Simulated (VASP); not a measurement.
A run of VASP 6.6.1 is set up as follows.

Contents of INCAR:

```
SYSTEM = Rb
PREC = Accurate
ENCUT = 520
EDIFF = 1E-7
ISMEAR = -1
SIGMA = 0.05
LREAL = .False.
LASPH = .True.
NELM = 60
ALGO = Normal
ISIF = 2
LWAVE = .False.
LCHARG = .False.
GGA = PE
NBANDS = 10
```

The input KPOINTS:

```
Automatic mesh
0
Gamma
  7 7 7
  0 0 0
```

The input POSCAR:

```
Rb
1.0
   -2.7452900697      2.7452900697      2.7452900697
    2.7452900697     -2.7452900697      2.7452900697
    2.7452900697      2.7452900697     -2.7452900697
Rb
1
Direct
    0.0000000000      0.0000000000      0.0000000000
```

Potentials or basis: VASP PAW PBE potentials, release 64 (Rb_sv).

Run with:

```sh
$ cat potpaw_PBE.64/Rb_sv/POTCAR > POTCAR
$ mpirun -np 1 vasp_std > vasp.out
```

What does it give for the pressure?

0.3 GPa.
